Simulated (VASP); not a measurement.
A run of VASP 6.6.1 is set up as follows.

Contents of INCAR:

```
PREC     = Accurate       # precision mode
ENCUT    = 520            # plane-wave cutoff, eV
EDIFF    = 1E-7           # SCF threshold, eV
ISMEAR   = -1             # smearing method
SIGMA    = 0.05           # smearing width, eV
LREAL    = F              # projectors in reciprocal space
LASPH    = T              # aspherical terms in the spheres
NELM     = 60             # most SCF steps
ALGO     = Normal         # electronic algorithm
ISIF     = 2              # what is computed and relaxed
LWAVE    = F              # write WAVECAR
LCHARG   = T              # write CHGCAR
GGA      = PE             # functional
LELF     = T              # ELF
LVHAR    = T            
NBANDS   = 18             # bands
```

File KPOINTS:

```
regular mesh
0
Gamma
  7 7 4
```

The input POSCAR:

```
N
1.0
    4.0821633730      0.0000000000      0.0000000000
   -2.0410816865      3.5352571835      0.0000000000
    0.0000000000      0.0000000000      6.8629837160
N
4
Direct
    0.6666666667      0.3333333333      0.6710699600
    0.6666666667      0.3333333333      0.8289300400
    0.3333333333      0.6666666667      0.1710699600
    0.3333333333      0.6666666667      0.3289300400
```

Potentials or basis: VASP PAW PBE potentials, release 64 (N).

Launch:

```console
$ cat potpaw_PBE.64/N/POTCAR > POTCAR
$ mpirun -np 1 vasp_std > vasp.out
```

Task: Estimate the band gap on the k mesh.

Result: 7.17 eV, indirect (least direct gap 7.48 eV).

Task: Predict the pressure.

Result: 6.1 GPa.

Stress tensor (GPa, compression positive):
```
 0.15  0.00  0.00
 0.00  0.15  0.00
 0.00  0.00 17.85
```

Caveat: the standard files for N, O and F lose accuracy on very short bonds; forces of over 1 eV/Å act on the atoms, so gaps and moduli don't describe the material at rest. A k mesh can miss the band edges.
